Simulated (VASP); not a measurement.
# AlN (ref) (P6_3mc) in VASP: a series of runs

AlN (ref) is run at these levels: r2SCAN; tasks: single point.

Program: VASP 6.6.1. These are calculated values, not measurements. Logs are shortened: lines on timing, memory, paths and dates and some standing lists are left out, and cuts for length are marked.

### 1 The cell of the first run

Symmetry: P6_3mc, No. 186, hexagonal system. Conventional cell: a = 3.106 Å, b = 3.106 Å, c = 4.978 Å, α = 90.00°, β = 90.00°, γ = 120.00°. Al (site symmetry 3m) has 4 N at 1.82 to 2.16 Å within 2.4 Å. Within 2.4 Å of N (site symmetry 3m) lie 4 Al at 1.82 to 2.16 Å.

### 2 Single point, r2SCAN

The input, POSCAR:

```
AlN
1.0
    3.1064902802      0.0000000000      0.0000000000
   -1.5532451401      2.6902994992      0.0000000000
    0.0000000000      0.0000000000      4.9780207988
Al N
2 2
Direct
    0.3333333333      0.6666666667     -0.0264530901
    0.6666666667      0.3333333333      0.4735469099
    0.3333333333      0.6666666667      0.4084530901
    0.6666666667      0.3333333333      0.9084530901
```

The input, INCAR.step1:

```
SYSTEM = AlN
PREC = Accurate ; ENCUT = 520
ISMEAR = 0 ; SIGMA = 0.01
LREAL = .FALSE. ; LASPH = .TRUE.
NELM = 80 ; NBANDS = 16
GGA = PE ; ALGO = Normal
EDIFF = 1E-4 ; LWAVE = .TRUE.
LCHARG = .FALSE.
```

The input, INCAR.step2:

```
SYSTEM = AlN
PREC = Accurate ; ENCUT = 520
EDIFF = 1E-6 ; ISMEAR = 0
SIGMA = 0.01 ; LREAL = .FALSE.
LASPH = .TRUE. ; NELM = 80
ALGO = Normal ; ISIF = 2
LWAVE = .FALSE. ; LCHARG = .FALSE.
METAGGA = R2SCAN ; LMIXTAU = .TRUE.
NBANDS = 16 ; ISTART = 1
```

The input, KPOINTS:

```
Automatic mesh
0
G
  12 12 6
  0 0 0
```

Potentials or basis: VASP PAW PBE potentials, release 64 (Al, N).

On the command line:

```console
> cat potpaw_PBE.64/Al/POTCAR potpaw_PBE.64/N/POTCAR > POTCAR
> cp INCAR.step1 INCAR
> mpirun -np 1 vasp_std > vasp.out
> cp INCAR.step2 INCAR
> mpirun -np 1 vasp_std > vasp.out
```

OUTCAR:

```text
SYSTEM = AlN
   PREC = Accurate
   ENCUT = 520
   EDIFF = 1E-6
   ISMEAR = 0
   LREAL = .FALSE.
   LASPH = .TRUE.
   NELM = 80
   ISIF = 2
   METAGGA = R2SCAN
   ISTART = 1

 ion  position               nearest neighbor table
   1  0.333  0.667  0.974-   4 1.82   4 1.82   4 1.82   3 2.16   2 3.07   2 3.07   2 3.07   2 3.07
                             2 3.07   2 3.07
   2  0.667  0.333  0.474-   3 1.82   3 1.82   3 1.82   4 2.16   1 3.07   1 3.07   1 3.07   1 3.07
                             1 3.07   1 3.07
   3  0.333  0.667  0.408-   2 1.82   2 1.82   2 1.82   1 2.16
   4  0.667  0.333  0.908-   1 1.82   1 1.82   1 1.82   2 2.16

  LATTYP: Found a hexagonal cell.
 ALAT       =     3.1064902802
 C/A-ratio  =     1.6024581923

  Lattice vectors:

 A1 = (   3.1064902802,   0.0000000000,   0.0000000000)
 A2 = (  -1.5532451401,   2.6902994992,   0.0000000000)
 A3 = (   0.0000000000,   0.0000000000,   4.9780207988)

Analysis of symmetry for initial positions (statically):
=====================================================================
 Subroutine PRICEL returns:
 Original cell was already a primitive cell.

 Routine SETGRP: Setting up the symmetry group for a
 hexagonal supercell.

 Subroutine GETGRP returns: Found 12 space group operations
 (whereof  6 operations were pure point group operations)
 out of a pool of 24 trial point group operations.

The static configuration has the point symmetry C_3v.
 The point group associated with its full space group is C_6v.

Analysis of symmetry for dynamics (positions and initial velocities):
=====================================================================
 Subroutine PRICEL returns:
 Original cell was already a primitive cell.

 Routine SETGRP: Setting up the symmetry group for a
 hexagonal supercell.

 Subroutine GETGRP returns: Found 12 space group operations
 (whereof  6 operations were pure point group operations)
 out of a pool of 24 trial point group operations.

The dynamic configuration has the point symmetry C_3v.
 The point group associated with its full space group is C_6v.

 Subroutine INISYM returns: Found 12 space group operations
 (whereof  6 operations are pure point group operations),
 and found     1 'primitive' translations

----------------------------------------------------------------------------------------

                                     Primitive cell

  volume of cell :      41.6033

  direct lattice vectors                    reciprocal lattice vectors
     3.106490280  0.000000000  0.000000000     0.321906689  0.185852913  0.000000000
    -1.553245140  2.690299499  0.000000000     0.000000000  0.371705827  0.000000000
     0.000000000  0.000000000  4.978020799     0.000000000  0.000000000  0.200883050

  length of vectors
     3.106490280  3.106490280  4.978020799     0.371705827  0.371705827  0.200883050

  position of ions in fractional coordinates (direct lattice)
     0.333333333  0.666666667  0.973546910
     0.666666667  0.333333333  0.473546910
     0.333333333  0.666666667  0.408453090
     0.666666667  0.333333333  0.908453090

  ion indices of the primitive-cell ions
   primitive index   ion index
                 1           1
                 2           2
                 3           3
                 4           4

----------------------------------------------------------------------------------------

 KPOINTS: Automatic mesh

Automatic generation of k-mesh.
 Grid dimensions read from file:
 generate k-points for:   12   12    6

 Generating k-lattice:

  Cartesian coordinates                     Fractional coordinates (reciprocal lattice)
     0.026825557  0.015487743  0.000000000     0.083333333  0.000000000  0.000000000
     0.000000000  0.030975486  0.000000000     0.000000000  0.083333333  0.000000000
     0.000000000  0.000000000  0.033480508     0.000000000  0.000000000  0.166666667

  Length of vectors
     0.030975486  0.030975486  0.033480508

  Shift w.r.t. Gamma in fractional coordinates (k-lattice)
     0.000000000  0.000000000  0.000000000

 Subroutine IBZKPT returns following result:
 ===========================================

 Found     76 irreducible k-points:

 Following reciprocal coordinates:
            Coordinates               Weight
  0.000000  0.000000  0.000000      1.000000
  0.083333  0.000000  0.000000      6.000000
  0.166667  0.000000  0.000000      6.000000
  0.250000  0.000000  0.000000      6.000000
  0.333333  0.000000  0.000000      6.000000
  0.416667 -0.000000  0.000000      6.000000
[... 16 lines left out ...]
  0.250000  0.000000  0.166667     12.000000
  0.333333  0.000000  0.166667     12.000000
 [... further k-points ...]
   k-points           NKPTS =     76   k-points in BZ     NKDIM =     76   number of bands    NBANDS=     16
   number of dos      NEDOS =    301   number of ions     NIONS =      4
   total plane-waves  NPLWV =  23040
   dimension x,y,z NGX =    24 NGY =   24 NGZ =   40
   dimension x,y,z NGXF=    48 NGYF=   48 NGZF=   80
   ions per type =               2   2
   NGX,Y,Z   is equivalent  to a cutoff of  12.84, 12.84, 13.36 a.u.
   NGXF,Y,Z  is equivalent  to a cutoff of  25.69, 25.69, 26.72 a.u.
 SYSTEM =  AlN
   PREC   = accura    normal or accurate (medium, high low for compatibility)
   ISTART =      1    job   : 0-new  1-cont  2-samecut
   ICHARG =      0    charge: 1-file 2-atom 10-const
   ISPIN  =      1    spin polarized calculation?
   LNONCOLLINEAR =      F non collinear calculations
   LSORBIT =      F    spin-orbit coupling
   LASPH  =      T    aspherical Exc in radial PAW
   ENCUT  =  520.0 eV  38.22 Ry    6.18 a.u.   5.78  5.78  9.26*2*pi/ulx,y,z
   NELM   =     80;   NELMIN=  2; NELMDL=  0     # of ELM steps
   EDIFF  = 0.1E-05   stopping-criterion for ELM
   LREAL  =      F    real-space projection
   EDIFFG = 0.1E-04   stopping-criterion for IOM
   NSW    =      0    number of steps for IOM
   IBRION =     -1    ionic relax: 0-MD 1-quasi-New 2-CG
   NFREE  =      0    steps in history (QN), initial steepest desc. (CG)
   ISIF   =      2    stress and relaxation
   ISYM   =      2    0-nonsym 1-usesym 2-fastsym
   POTIM  = 0.5000    time-step for ionic-motion
   TEBEG  =    0.0;   TEEND  =   0.0 temperature during run
   PSTRESS=    0.0 pullay stress
   NELECT =      16.0000    total number of electrons
   NUPDOWN=      -1.0000    fix difference up-down
   EMIN   =  10.00;   EMAX   =-10.00  energy-range for DOS
   EFERMI =   0.00;   METHOD = LEGACY
   ISMEAR =     0;   SIGMA  =   0.01  broadening in eV -4-tet -1-fermi 0-gaus
   EFERMI_NEDOS =   21; number of points for ismear=-14 and -15
   IALGO  =     38    algorithm
   IMIX   =      4    mixing-type and parameters
     AMIX     =   0.40;   BMIX     =  1.00
     AMIX_MAG =   1.60;   BMIX_MAG =  1.00
  volume/ion in A,a.u.               =      10.40        70.19
  Fermi-wavevector in a.u.,A,eV,Ry     =   1.190526  2.249769 19.284261  1.417353
  Thomas-Fermi vector in A             =   2.326609
   LORBIT       =      0    0 simple, 1 ext, 2 COOP (PROOUT), +10 PAW based schemes
   METAGGA = R2SCAN    functional components
   LHFCALC =     F    Hartree Fock is set to
   AEXX    =    0.0000 exact exchange contribution
   IVDW    =     0    specifies the selected vdW correction
   LEPSILON=     F    determine dielectric tensor
   LRPA    =     F    only Hartree local field effects (RPA)
 non-spin polarized calculation
 Gauss-broadening in eV      SIGMA  =   0.01
  energy-cutoff  :      520.00
  volume of cell :       41.60
 maximum number of plane-waves:      1140
 NGX is ok and might be reduce to    24
   NGX = 11   NGY = 11   NGZ = 19

 number of electron      15.9999997 magnetization

 Free energy of the ion-electron system (eV)
  ---------------------------------------------------
  ext. energy  EPLUGINS =         0.00000000
  ---------------------------------------------------
  free energy    TOTEN  =       -37.90837218 eV

  energy without entropy =      -37.90837218  energy(sigma->0) =      -37.90837218

 E-fermi :   6.7766     XC(G=0): -11.4214

 val. band max:        6.7278358771   @ k =   0.0000   0.0000   0.0000
 cond. band min:      10.7439138592   @ k =   0.0000   0.0000   0.0000
 fundamental gap:      4.0160779821
 Fermi energy:         6.7766488168

 k-point     1 :       0.0000    0.0000    0.0000
  band No.  band energies     occupation
      1     -10.0926      2.00000
      2      -8.0047      2.00000
      3       0.1103      2.00000
      4       4.6634      2.00000
      5       4.6634      2.00000
      6       5.3271      2.00000
[... 8 lines left out ...]
     15      19.7096      0.00000
     16      19.7096      0.00000

 k-point     2 :       0.0833    0.0000    0.0000
  band No.  band energies     occupation
      1     -10.0030      2.00000
      2      -7.9527      2.00000
      3       0.2190      2.00000
      4       4.2877      2.00000
      5       4.5578      2.00000
      6       4.9578      2.00000
[... 8 lines left out ...]
     15      19.8413      0.00000
     16      19.9304      0.00000

 k-point     3 :       0.1667    0.0000    0.0000
  band No.  band energies     occupation
      1      -9.7424      2.00000
      2      -7.8107      2.00000
      3       0.5401      2.00000
      4       3.3485      2.00000
      5       4.1293      2.00000
      6       4.3060      2.00000
[... 8 lines left out ...]
     15      18.9330      0.00000
     16      19.8963      0.00000

 k-point     4 :       0.2500    0.0000    0.0000
  band No.  band energies     occupation
      1      -9.3387      2.00000
      2      -7.6232      2.00000
      3       1.0561      2.00000
      4       2.2213      2.00000
      5       3.1884      2.00000
      6       4.0130      2.00000
[... 8 lines left out ...]
     15      19.0915      0.00000
     16      20.0637      0.00000
[... 324 lines left out ...]
 k-point    22 :       0.1667    0.0000    0.1667
  band No.  band energies     occupation
      1      -9.6416      2.00000
      2      -7.9840      2.00000
      3       0.8397      2.00000
      4       3.4420      2.00000
      5       3.9731      2.00000
      6       4.3632      2.00000
[... 8 lines left out ...]
     15      19.0245      0.00000
     16      19.8818      0.00000

 k-point    23 :       0.2500    0.0000    0.1667
  band No.  band energies     occupation
      1      -9.2454      2.00000
      2      -7.7688      2.00000
      3       1.1476      2.00000
      4       2.4500      2.00000
      5       3.0617      2.00000
      6       4.0795      2.00000
[... 8 lines left out ...]
     15      19.1525      0.00000
     16      20.1919      0.00000

 k-point    24 :       0.3333    0.0000    0.1667
  band No.  band energies     occupation
      1      -8.7666      2.00000
      2      -7.5724      2.00000
      3       0.9319      2.00000
      4       1.9113      2.00000
      5       2.5500      2.00000
      6       3.8293      2.00000
[... 8 lines left out ...]
     15      18.8103      0.00000
     16      21.2435      0.00000

 [... further k-points ...]
[... 5 lines left out ...]
  --------------------------------------------------------------------------------------
  -------------------------------------------------------------------------------------
  Total        2.9535804      2.9535804     -2.9661667      0.0000000      0.0000000      0.0000000
  in kB      113.7449306    113.7449306   -114.2296390      0.0000000      0.0000000      0.0000000
  external PRESSURE =      37.7534074 kB  Pullay stress =       0.0000000 kB

 VOLUME and BASIS-vectors are now :
 -----------------------------------------------------------------------------
  energy-cutoff  :      520.00
  volume of cell :       41.60
      direct lattice vectors                 reciprocal lattice vectors
     3.106490280  0.000000000  0.000000000     0.321906689  0.185852913  0.000000000
    -1.553245140  2.690299499  0.000000000     0.000000000  0.371705827  0.000000000
     0.000000000  0.000000000  4.978020799     0.000000000  0.000000000  0.200883050

 POSITION                                       TOTAL-FORCE (eV/Angst)
 -----------------------------------------------------------------------------------
     -0.00000      1.79353      4.84634        -0.000000      0.000000      1.457107
      1.55325      0.89677      2.35733         0.000000      0.000000      1.457107
     -0.00000      1.79353      2.03329        -0.000000      0.000000     -1.457107
      1.55325      0.89677      4.52230        -0.000000     -0.000000     -1.457107
 -----------------------------------------------------------------------------------
    total drift:                               -0.000000     -0.000000     -0.007083

  FREE ENERGIE OF THE ION-ELECTRON SYSTEM (eV)
  ---------------------------------------------------
  free  energy   TOTEN  =       -37.9083721808 eV

  energy  without entropy=      -37.9083721808  energy(sigma->0) =      -37.90837218
```

It took 2.8 min on 1 thread of AMD EPYC 7R43 (Zen 3), shared host; peak memory 0.15 GiB.

Results:

| Property | Result |
| --- | --- |
| Free energy | -37.9084 eV |
| Pressure | 3.8 GPa |
| Largest force | 1.457 eV/Å |
| Band gap on the k mesh | 4.02 eV, direct |

Forces in eV/Å, atoms in the order of the input:
```
Al   0.000  0.000  1.457
Al   0.000  0.000  1.457
N    0.000  0.000 -1.457
N    0.000  0.000 -1.457
```

Caveat: the PAW data sets were made with another functional, which shifts forces and pressure a little.

### 3 Single point, r2SCAN

The input, POSCAR:

```
AlN
1.0
    3.1064902802      0.0000000000      0.0000000000
   -1.5532451401      2.6902994992      0.0000000000
    0.0000000000      0.0000000000      4.9780207988
Al N
2 2
Direct
    0.3333333333      0.6666666667     -0.0353295201
    0.6666666667      0.3333333333      0.4646704799
    0.3333333333      0.6666666667      0.4173295201
    0.6666666667      0.3333333333      0.9173295201
```

The input, INCAR.step1:

```
SYSTEM = AlN
PREC = Accurate
ENCUT = 520
ISMEAR = 0
SIGMA = 0.01
LREAL = .FALSE.
LASPH = .TRUE.
NELM = 60
NBANDS = 16
GGA = PE
ALGO = Normal
EDIFF = 1E-4
LWAVE = .TRUE.
LCHARG = .FALSE.
```

The input, INCAR.step2:

```
SYSTEM = AlN
PREC = Accurate
ENCUT = 520
EDIFF = 1E-6
ISMEAR = 0
SIGMA = 0.01
LREAL = .FALSE.
LASPH = .TRUE.
NELM = 60
ALGO = Normal
ISIF = 2
LWAVE = .FALSE.
LCHARG = .TRUE.
METAGGA = R2SCAN
LMIXTAU = .TRUE.
LELF = .TRUE.
LVHAR = .TRUE.
NBANDS = 16
ISTART = 1
```

KPOINTS is that of step 2.

Potentials or basis: VASP PAW PBE potentials, release 64 (Al, N).

On the command line:

```console
> cat potpaw_PBE.64/Al/POTCAR potpaw_PBE.64/N/POTCAR > POTCAR
> cp INCAR.step1 INCAR
> mpirun -np 1 vasp_std > vasp.out
> cp INCAR.step2 INCAR
> mpirun -np 1 vasp_std > vasp.out
```

It took 2.6 min on 1 thread of AMD EPYC 7R43 (Zen 3), shared host; peak memory 0.15 GiB.

The run converged. Its results:

* Free energy: -37.6629 eV
* Pressure: 5.8 GPa
* Largest force: 1.279 eV/Å
* Band gap on the k mesh: 3.73 eV, direct

Forces in eV/Å, atoms in the order of the input:
```
Al   0.000  0.000  1.279
Al   0.000  0.000  1.279
N    0.000  0.000 -1.279
N    0.000  0.000 -1.279
```

Stress tensor (GPa, compression positive):
```
 14.66   0.00   0.00
  0.00  14.66   0.00
  0.00   0.00 -11.90
```

Levels at points of the mesh, in eV from the valence-band top:
```csv
k point,band 4,band 5,band 6,band 7,band 8,band 9,band 10,band 11,band 12,band 13
"(0.00, 0.00, 0.00)",-2.36,-2.36,-1.70,-1.70,0.00,3.73,6.73,10.96,10.96,11.08
"(0.50, 0.00, 0.00)",-5.47,-4.00,-3.47,-2.18,-2.09,5.82,6.11,7.38,10.08,11.04
"(0.00, 0.00, 0.50)",-3.94,-2.04,-2.04,-2.04,-2.04,6.57,6.57,10.28,10.28,11.28
"(0.50, 0.00, 0.50)",-6.78,-2.85,-2.85,-1.95,-1.95,5.23,5.23,8.50,8.50,11.61
```

Caveat: the PAW data sets were made with another functional, which shifts forces and pressure a little. r2SCAN opens gaps a little over a GGA but as a rule still falls short of measured ones.
